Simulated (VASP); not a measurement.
# CuO (Cccm) in VASP: a series of runs

Aim: see how the results for CuO move with the level of theory and the settings. Levels: PBEsol, RPBE. Tasks: single point.

All numbers are computed with VASP 6.6.1; they aren't measurements. Logs are shortened: lines on timing, memory, paths and dates and some standing lists are left out, and cuts for length are marked.

## 1. The cell of the first run

The structure is orthorhombic, space group Cccm (No. 66). The conventional cell has a = 3.955 Å, b = 4.278 Å, c = 5.121 Å, α = 90.00°, β = 90.00°, γ = 90.00°. Within 2.6 Å of Cu (site symmetry 2/m) lie 4 O at 1.94 Å. O (site symmetry 222) has 4 Cu at 1.94 Å and 2 O at 2.56 Å within 2.6 Å.

## 2. Single point, PBEsol

INCAR reads:

```
ALGO = Normal
EDIFF = 1E-6
ENCUT = 820
GGA = PS
GGA_COMPAT = False
ISIF = 2
ISMEAR = -1
LASPH = True
LCHARG = True
LELF = True
LREAL = False
LVHAR = True
LWAVE = False
NBANDS = 33
NELM = 120
PREC = Accurate
SIGMA = 0.05
```

KPOINTS reads:

```
k-points
0
Gamma
  9 9 5
```

POSCAR reads:

```
CuO
1.0
    1.9776053960     -2.1390962088      0.0000000000
    1.9776053960      2.1390962088      0.0000000000
    0.0000000000      0.0000000000      5.1213234137
Cu O
2 2
Direct
    0.5000000000      0.0000000000      0.0000000000
    0.0000000000      0.5000000000      0.5000000000
    0.5000000000      0.5000000000      0.2500000000
    0.5000000000      0.5000000000      0.7500000000
```

Potentials or basis: VASP PAW PBE potentials, release 64 (Cu_sv_GW, O).

Command:

```console
$ cat potpaw_PBE.64/Cu_sv_GW/POTCAR potpaw_PBE.64/O/POTCAR > POTCAR
$ mpirun -np 1 vasp_std > vasp.out
```

OUTCAR:

```text
EDIFF = 1E-6
   ENCUT = 820
   GGA = PS
   ISIF = 2
   ISMEAR = -1
   LASPH = True
   LREAL = False
   NELM = 120
   PREC = Accurate

 ion  position               nearest neighbor table
   1  0.500  0.000  0.000-   3 1.94   4 1.94   3 1.94   4 1.94
   2  0.000  0.500  0.500-   3 1.94   4 1.94   3 1.94   4 1.94
   3  0.500  0.500  0.250-   1 1.94   2 1.94   1 1.94   2 1.94
   4  0.500  0.500  0.750-   1 1.94   2 1.94   1 1.94   2 1.94

  LATTYP: Found a base centered orthorhombic cell.
 ALAT       =     3.9552107920
 B/A-ratio  =     1.0816597756
 C/A-ratio  =     1.2948294498

  Lattice vectors:

 A1 = (   1.9776053960,  -2.1390962088,   0.0000000000)
 A2 = (   1.9776053960,   2.1390962088,   0.0000000000)
 A3 = (   0.0000000000,   0.0000000000,   5.1213234137)

Analysis of symmetry for initial positions (statically):
=====================================================================
 Subroutine PRICEL returns:
 Original cell was already a primitive cell.

 Routine SETGRP: Setting up the symmetry group for a
 base centered orthorhombic supercell.

 Subroutine GETGRP returns: Found  8 space group operations
 (whereof  4 operations were pure point group operations)
 out of a pool of  8 trial point group operations.

The static configuration has the point symmetry C_2h.
 The point group associated with its full space group is D_2h.

Analysis of symmetry for dynamics (positions and initial velocities):
=====================================================================
 Subroutine PRICEL returns:
 Original cell was already a primitive cell.

 Routine SETGRP: Setting up the symmetry group for a
 base centered orthorhombic supercell.

 Subroutine GETGRP returns: Found  8 space group operations
 (whereof  4 operations were pure point group operations)
 out of a pool of  8 trial point group operations.

The dynamic configuration has the point symmetry C_2h.
 The point group associated with its full space group is D_2h.

 Subroutine INISYM returns: Found  8 space group operations
 (whereof  4 operations are pure point group operations),
 and found     1 'primitive' translations

----------------------------------------------------------------------------------------

                                     Primitive cell

[... 90 lines left out ...]
   LSORBIT =      F    spin-orbit coupling
   LASPH  =      T    aspherical Exc in radial PAW
   ENCUT  =  820.0 eV  60.27 Ry    7.76 a.u.   6.80  6.80 11.96*2*pi/ulx,y,z
   NELM   =    120;   NELMIN=  2; NELMDL= -5     # of ELM steps
   EDIFF  = 0.1E-05   stopping-criterion for ELM
   LREAL  =      F    real-space projection
   EDIFFG = 0.1E-04   stopping-criterion for IOM
   NSW    =      0    number of steps for IOM
   IBRION =     -1    ionic relax: 0-MD 1-quasi-New 2-CG
   NFREE  =      0    steps in history (QN), initial steepest desc. (CG)
   ISIF   =      2    stress and relaxation
   ISYM   =      2    0-nonsym 1-usesym 2-fastsym
   POTIM  = 0.5000    time-step for ionic-motion
   TEBEG  =    0.0;   TEEND  =   0.0 temperature during run
   PSTRESS=    0.0 pullay stress
   NELECT =      50.0000    total number of electrons
   NUPDOWN=      -1.0000    fix difference up-down
   EMIN   =  10.00;   EMAX   =-10.00  energy-range for DOS
   EFERMI =   0.00;   METHOD = LEGACY
   ISMEAR =    -1;   SIGMA  =   0.05  broadening in eV -4-tet -1-fermi 0-gaus
   EFERMI_NEDOS =   21; number of points for ismear=-14 and -15
   IALGO  =     38    algorithm
   IMIX   =      4    mixing-type and parameters
     AMIX     =   0.40;   BMIX     =  1.00
     AMIX_MAG =   1.60;   BMIX_MAG =  1.00
  volume/ion in A,a.u.               =      10.83        73.10
  Fermi-wavevector in a.u.,A,eV,Ry     =   1.717134  3.244912 40.117433  2.948548
  Thomas-Fermi vector in A             =   2.794190
   LORBIT       =      0    0 simple, 1 ext, 2 COOP (PROOUT), +10 PAW based schemes
   GGA     = PS    functional components
   LHFCALC =     F    Hartree Fock is set to
   AEXX    =    0.0000 exact exchange contribution
   IVDW    =     0    specifies the selected vdW correction
   LEPSILON=     F    determine dielectric tensor
   LRPA    =     F    only Hartree local field effects (RPA)
 non-spin polarized calculation
  energy-cutoff  :      820.00
  volume of cell :       43.33
 maximum number of plane-waves:      2328
   NGX = 13   NGY = 13   NGZ = 23

 number of electron      49.9999997 magnetization

 Free energy of the ion-electron system (eV)
  ---------------------------------------------------
  ext. energy  EPLUGINS =         0.00000000
  ---------------------------------------------------
  free energy    TOTEN  =       -21.66880822 eV

  energy without entropy =      -21.64965339  energy(sigma->0) =      -21.65923081

 E-fermi :   5.0093     XC(G=0): -12.0716

 val. band max:        4.9836705980   @ k =   0.1111   0.1111   0.4000
 cond. band min:       5.0125412011   @ k =   0.2222   0.1111   0.0000
 fundamental gap:      0.0288706031
 Fermi energy:         5.0092740969

 k-point     1 :       0.0000    0.0000    0.0000
  band No.  band energies     occupation
      1    -107.4331      2.00000
      2    -107.4326      2.00000
      3     -65.0769      2.00000
      4     -65.0763      2.00000
      5     -65.0399      2.00000
      6     -65.0338      2.00000
[... 853 lines left out ...]
     32      16.4833      0.00000
     33      16.6671      0.00000

 [... further k-points ...]

------------------------ aborting loop because EDIFF is reached ----------------------------------------

  FORCE on cell =-STRESS in cart. coord.  units (eV):
  Direction    XX          YY          ZZ          XY          YZ          ZX
  --------------------------------------------------------------------------------------
  -------------------------------------------------------------------------------------
  Total       -0.7346659     -1.1027716     -1.2058889     -0.0000000      0.0000000      0.0000000
  in kB      -27.1655371    -40.7768805    -44.5898221     -0.0000000      0.0000000      0.0000000
  external PRESSURE =     -37.5107466 kB  Pullay stress =       0.0000000 kB

 VOLUME and BASIS-vectors are now :
 -----------------------------------------------------------------------------
  energy-cutoff  :      820.00
  volume of cell :       43.33
      direct lattice vectors                 reciprocal lattice vectors
     1.977605396 -2.139096209  0.000000000     0.252831025 -0.233743577  0.000000000
     1.977605396  2.139096209  0.000000000     0.252831025  0.233743577  0.000000000
     0.000000000  0.000000000  5.121323414     0.000000000  0.000000000  0.195262029

 POSITION                                       TOTAL-FORCE (eV/Angst)
 -----------------------------------------------------------------------------------
      0.98880     -1.06955      0.00000         0.000000      0.000000      0.000000
      0.98880      1.06955      2.56066         0.000000      0.000000      0.000000
      1.97761      0.00000      1.28033         0.000000      0.000000      0.000000
      1.97761      0.00000      3.84099         0.000000     -0.000000     -0.000000
 -----------------------------------------------------------------------------------
    total drift:                                0.000000      0.000000     -0.000000

  FREE ENERGIE OF THE ION-ELECTRON SYSTEM (eV)
  ---------------------------------------------------
  free  energy   TOTEN  =       -21.6688082215 eV

  energy  without entropy=      -21.6496533893  energy(sigma->0) =      -21.65923081
```

OSZICAR:

```text
N       E                     dE             d eps       ncg     rms          rms(c)
DAV:   1     0.106324514563E+04    0.10632E+04   -0.40351E+04  7709   0.581E+03
DAV:   2     0.868508531917E+02   -0.97639E+03   -0.93824E+03  8209   0.138E+03
DAV:   3    -0.223428270293E+02   -0.10919E+03   -0.10665E+03  9521   0.510E+02
DAV:   4    -0.275755223682E+02   -0.52327E+01   -0.52068E+01  8100   0.129E+02
DAV:   5    -0.277820486100E+02   -0.20653E+00   -0.20632E+00  8628   0.229E+01    0.179E+01
DAV:   6    -0.268401449076E+02    0.94190E+00   -0.52298E+01  8644   0.369E+02    0.174E+01
DAV:   7    -0.216117020381E+02    0.52284E+01   -0.17692E+01  8084   0.300E+02    0.391E+00
DAV:   8    -0.216897073859E+02   -0.78005E-01   -0.15939E+00  7844   0.115E+01    0.196E+00
DAV:   9    -0.216705125327E+02    0.19195E-01   -0.64870E-02  9004   0.113E+01    0.424E-01
DAV:  10    -0.216687590301E+02    0.17535E-02   -0.59874E-03  8924   0.257E+00    0.189E-01
DAV:  11    -0.216688525136E+02   -0.93484E-04   -0.13151E-03  9340   0.104E+00    0.612E-02
DAV:  12    -0.216688093600E+02    0.43154E-04   -0.21482E-04  8668   0.242E-01    0.147E-02
DAV:  13    -0.216688079736E+02    0.13864E-05   -0.24306E-05  7964   0.198E-01    0.593E-03
DAV:  14    -0.216688082215E+02   -0.24798E-06   -0.42503E-07  4036   0.524E-02
   1 F= -.21668808E+02 E0= -.21659231E+02  d E =-.191548E-01
```

stdout:

```text
POSCAR found type information on POSCAR CuO
 POSCAR found :  2 types and       4 ions
 scaLAPACK will be used
 -----------------------------------------------------------------------------
|                                                                             |
|                                                                             |
|     You enforced a specific xc type in the INCAR file but a different       |
|     I HOPE YOU KNOW WHAT YOU ARE DOING!                                     |
|                                                                             |
 -----------------------------------------------------------------------------

 LDA part: xc-table for (Slater+PW92), standard interpolation
 POSCAR, INCAR and KPOINTS ok, starting setup
 FFT: planning ... GRIDC
 FFT: planning ... GRID_SOFT
 FFT: planning ... GRID
 WAVECAR not read
 entering main loop
```

It took 3.7 min on 1 thread of Intel Xeon Platinum 8259CL at 2.50GHz (Skylake/Cascade Lake), shared host; peak memory 0.34 GiB.

What came out:

| Item | Value |
| --- | --- |
| Free energy | -21.6688 eV |
| Pressure | -3.8 GPa |
| Band gap on the k mesh | zero (bands 25 and 26 overlap by 0.89 eV) |

Caveat: the cell stands under tension; the PAW data sets were made with another functional, which shifts forces and pressure a little; semilocal functionals often make such compounds metallic where correlation or magnetic order opens a gap, which also shifts bond lengths.

## 3. Single point, RPBE

This run uses another cell than the first one, of 11.27 Å³/atom.

INCAR reads:

```
  PREC = Accurate
  ENCUT = 820
  EDIFF = 1E-6
  ISMEAR = -1
  SIGMA = 0.05
  LREAL = F
  LASPH = T
  NELM = 120
  ALGO = Normal
  ISIF = 2
  LWAVE = F
  LCHARG = F
  GGA = RP
  NBANDS = 33
  GGA_COMPAT = F
```

KPOINTS reads:

```
regular mesh
0
Gamma
  9 9 5
```

POSCAR reads:

```
CuO
1.0
    2.0041536028     -2.1678123362      0.0000000000
    2.0041536028      2.1678123362      0.0000000000
    0.0000000000      0.0000000000      5.1900742137
Cu O
2 2
Direct
    0.5000000000      0.0000000000      0.0000000000
    0.0000000000      0.5000000000      0.5000000000
    0.5000000000      0.5000000000      0.2500000000
    0.5000000000      0.5000000000      0.7500000000
```

Potentials or basis: VASP PAW PBE potentials, release 64 (Cu_sv_GW, O).

Command:

```console
$ cat potpaw_PBE.64/Cu_sv_GW/POTCAR potpaw_PBE.64/O/POTCAR > POTCAR
$ mpirun -np 1 vasp_std > vasp.out
```

Wall time 2.8 min (1 thread of Intel Xeon Platinum 8488C (Sapphire Rapids), shared host); peak memory 0.34 GiB.

It converged, with:

```yaml
Free_energy: -18.1858 eV
Pressure: 2.7 GPa
Band_gap_on_the_k_mesh: zero (bands 25 and 26 overlap by 0.83 eV)
```

Stress tensor (GPa, compression positive):
```
3.28 0.00 0.00
0.00 2.32 0.00
0.00 0.00 2.47
```

Levels at points of the mesh, in eV from the Fermi level:
```
           k point  band 21  band 22  band 23  band 24  band 25  band 26  band 27  band 28  band 29  band 30
(0.00, 0.00, 0.00)    -2.29    -2.28    -2.22    -1.84     0.58     0.76     1.39     6.14     7.24    13.35
```

Caveat: the PAW data sets were made with another functional, which shifts forces and pressure a little; semilocal functionals often make such compounds metallic where correlation or magnetic order opens a gap, which also shifts bond lengths.

The gap in the log of VASP goes by the Fermi energy; the results here count the filled bands.